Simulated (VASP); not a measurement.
## Cu: single point with LDA

Cu:

```
CELL_PARAMETERS angstrom
2.32683 0.00000 0.00000
0.00000 2.32683 0.00000
0.00000 0.00000 2.32683
ATOMIC_POSITIONS crystal
Cu 0.00000 0.00000 0.00000
```

```yaml
Program: VASP 6.6.1
Task: single point
Functional: LDA
Potentials_or_basis: VASP PAW LDA potentials, release 64 (Cu)
Cutoff: 520 eV
k_mesh: 22 × 22 × 22
Occupations: fermi-dirac, width 0.1 eV
Spin: no spin polarisation
```

* Pressure: 0.7 GPa

Levels at points of the mesh, in eV from the Fermi level:
| k point | band 1 | band 2 | band 3 | band 4 | band 5 | band 6 | band 7 | band 8 | band 9 | band 10 |
| --- | --- | --- | --- | --- | --- | --- | --- | --- | --- | --- |
| (0.00, 0.00, 0.00) | -8.64 | -4.25 | -4.25 | -1.33 | -1.33 | -1.33 | 18.60 | 18.60 | 18.60 | 22.27 |
| (0.50, 0.00, 0.00) | -4.64 | -3.88 | -2.23 | -2.23 | -1.56 | -1.25 | 2.35 | 24.39 | 25.57 | 25.57 |
| (0.50, 0.50, 0.00) | -4.66 | -3.59 | -2.05 | -2.05 | -0.73 | 4.45 | 4.45 | 9.69 | 10.60 | 30.66 |
| (0.50, 0.50, 0.50) | -3.86 | -3.86 | -3.86 | -0.68 | -0.68 | 10.68 | 10.68 | 10.68 | 13.86 | 16.27 |

It took 69 s on 1 thread of AMD EPYC 7R13, with other jobs on the host, peak memory 0.13 GiB.
